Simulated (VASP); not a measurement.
# Na (P6_3/mmc) in VASP: further runs, part 2 of 2

VASP 6.6.1.

## Step 3: Relaxation of cell and atoms, PBEsol, target pressure 1 GPa, at which the enthalpy is minimised

Input file INCAR:

```
SYSTEM = Na
PREC = Accurate ; ENCUT = 600
EDIFF = 1E-6 ; ISMEAR = -1
SIGMA = 0.08 ; LREAL = .False.
LASPH = .True. ; NELM = 100
ALGO = Normal ; ISIF = 3
LWAVE = .False. ; LCHARG = .False.
GGA = PS ; IBRION = 2
NSW = 100 ; EDIFFG = -0.002
PSTRESS = 10.0
```

Input file KPOINTS:

```
Automatic mesh
0
Gamma
  14 14 8
  0 0 0
```

Input file POSCAR:

```
Na
1.0
    3.7173450343      0.0000000000      0.0000000000
   -1.8586725172      3.2193152344      0.0000000000
    0.0000000000      0.0000000000      6.0723777727
Na
2
Direct
    0.3333333333      0.6666666667      0.2500000000
    0.6666666667      0.3333333333      0.7500000000
```

Potentials or basis: VASP PAW PBE potentials, release 64 (Na_pv).

Command:

```
$ cat potpaw_PBE.64/Na_pv/POTCAR > POTCAR
$ mpirun -np 1 vasp_std > vasp.out
```

OUTCAR:

```text
SYSTEM = Na
   PREC = Accurate
   ENCUT = 600
   EDIFF = 1E-6
   ISMEAR = -1
   LREAL = .False.
   LASPH = .True.
   NELM = 100
   ISIF = 3
   GGA = PS
   IBRION = 2
   NSW = 100
   EDIFFG = -0.002
   PSTRESS = 10.0

 ion  position               nearest neighbor table
   1  0.333  0.667  0.250-
   2  0.667  0.333  0.750-

  LATTYP: Found a hexagonal cell.
 ALAT       =     3.7173450343
 C/A-ratio  =     1.6335254642

  Lattice vectors:

 A1 = (   3.7173450343,   0.0000000000,   0.0000000000)
 A2 = (  -1.8586725172,   3.2193152344,   0.0000000000)
 A3 = (   0.0000000000,   0.0000000000,   6.0723777727)

Analysis of symmetry for initial positions (statically):
=====================================================================
 Subroutine PRICEL returns:
 Original cell was already a primitive cell.

 Routine SETGRP: Setting up the symmetry group for a
 hexagonal supercell.

 Subroutine GETGRP returns: Found 24 space group operations
 (whereof 12 operations were pure point group operations)
 out of a pool of 24 trial point group operations.

The static configuration has the point symmetry D_3d.
 The point group associated with its full space group is D_6h.

Analysis of symmetry for dynamics (positions and initial velocities):
=====================================================================
[... 350 lines left out ...]
--------------------------------------- Ionic step       10  -------------------------------------------

 number of electron      13.9999978 magnetization

 Free energy of the ion-electron system (eV)
  ---------------------------------------------------
  ext. energy  EPLUGINS =         0.00000000
  ---------------------------------------------------
  free energy    TOTEN  =        -2.79085379 eV

  energy without entropy =       -2.77276743  energy(sigma->0) =       -2.78181061

 E-fermi :   0.6726     XC(G=0):  -6.8353

 val. band max:        0.6161473116   @ k =   0.2143   0.0714   0.2500
 cond. band min:       0.6763220466   @ k =   0.2857   0.2143   0.3750
 fundamental gap:      0.0601747350
 Fermi energy:         0.6726351117

 k-point     1 :       0.0000    0.0000    0.0000
  band No.  band energies     occupation
      1     -24.0708      2.00000
      2     -24.0236      2.00000
      3     -24.0236      2.00000
      4     -24.0162      2.00000
      5     -24.0162      2.00000
      6     -24.0159      2.00000
      7      -2.8714      2.00000
      8       1.2303      0.00188
      9       1.7665      0.00000
     10      11.3696      0.00000
     11      11.3696      0.00000
[... 309 lines left out ...]
 k-point    24 :       0.3571    0.2857    0.0000
  band No.  band energies     occupation
      1     -24.0578      2.00000
      2     -24.0496      2.00000
      3     -24.0485      2.00000
      4     -24.0393      2.00000
      5     -24.0389      2.00000
      6     -24.0345      2.00000
      7       1.7834      0.00000
      8       2.0110      0.00000
      9       2.9329      0.00000
     10       5.6305      0.00000
     11       5.6925      0.00000

 [... further k-points ...]

------------------------ aborting loop because EDIFF is reached ----------------------------------------

  FORCE on cell =-STRESS in cart. coord.  units (eV):
  Direction    XX          YY          ZZ          XY          YZ          ZX
  --------------------------------------------------------------------------------------
  -------------------------------------------------------------------------------------
  Total        0.4093538      0.4093538      0.4101604     -0.0000000     -0.0000000      0.0000000
  in kB       10.0037042     10.0037042     10.0234166     -0.0000000     -0.0000000      0.0000000
  external PRESSURE =       0.0102750 kB  Pullay stress =      10.0000000 kB
[... 21 lines left out ...]
  energy  without entropy=       -2.7727674332  energy(sigma->0) =       -2.78181061

  enthalpy is  TOTEN    =        -2.3816515710 eV   P V=        0.4092022141

 reached required accuracy - stopping structural energy minimisation
```

CONTCAR:

```text
Na
   1.00000000000000
     3.5912040731249797   -0.0000000000031895   -0.0000000000000000
    -1.7956020366135554    3.1100739575711596    0.0000000000000000
    -0.0000000000000000    0.0000000000000000    5.8699953292896430
  Na
     2
Direct
     0.3333333332999970    0.6666666667000030    0.2500000000000000
     0.6666666667000030    0.3333333332999970    0.7500000000000000

  0.00000000E+00  0.00000000E+00  0.00000000E+00
  0.00000000E+00  0.00000000E+00  0.00000000E+00
```

Run time: 8.3 min. Hardware: 1 thread of Intel Xeon 8259CL, shared host; peak memory 0.26 GiB.

Results:

```yaml
Free_energy: -2.7909 eV
Relaxed_volume: 32.78 Å³/atom
Relaxed_cell: a = 3.591 Å, b = 3.591 Å, c = 5.870 Å, α = 90.00°, β = 90.00°, γ = 120.00°
Space_group_after_relaxing_to_0.1_Å: P6_3/mmc (No. 194)
Energy_change_on_relaxing_the_run_minimises_the_enthalpy: +10.0 meV/atom
Ionic_steps: 10
Pressure_after_relaxing: 1.0 GPa
Band_gap_on_the_k_mesh: zero (bands 7 and 8 overlap by 4.39 eV)
```

Step by step:
```tsv
step	energy change (eV)	largest force (eV/Å)	pressure (GPa)	volume (Å³)
1	0.0000	0.0000	0.02	72.67
2	0.0019	0.0000	0.27	70.37
3	0.0124	0.0000	0.73	67.00
4	0.0649	0.0000	1.96	60.60
5	0.0207	0.0000	1.03	65.46
6	0.0198	0.0000	0.96	65.60
7	0.0198	0.0000	0.96	65.59
8	0.0199	0.0000	0.97	65.58
9	0.0200	0.0000	0.96	65.57
10	0.0200	0.0000	1.00	65.56
```

Final structure:
```cif
data_structure
_symmetry_space_group_name_H-M 'P 1'
_symmetry_Int_Tables_number 1
_cell_length_a 3.5912
_cell_length_b 3.5912
_cell_length_c 5.8700
_cell_angle_alpha 90.000
_cell_angle_beta 90.000
_cell_angle_gamma 120.000
_cell_volume 65.56
loop_
_atom_site_label
_atom_site_type_symbol
_atom_site_fract_x
_atom_site_fract_y
_atom_site_fract_z
_atom_site_occupancy
Na1 Na 0.33333 0.66667 0.25000 1
Na2 Na 0.66667 0.33333 0.75000 1
```

Caveat: the cell is relaxed towards a set pressure, so the run minimises the enthalpy, not the energy; the PAW data sets were made with another functional, which shifts forces and pressure a little.
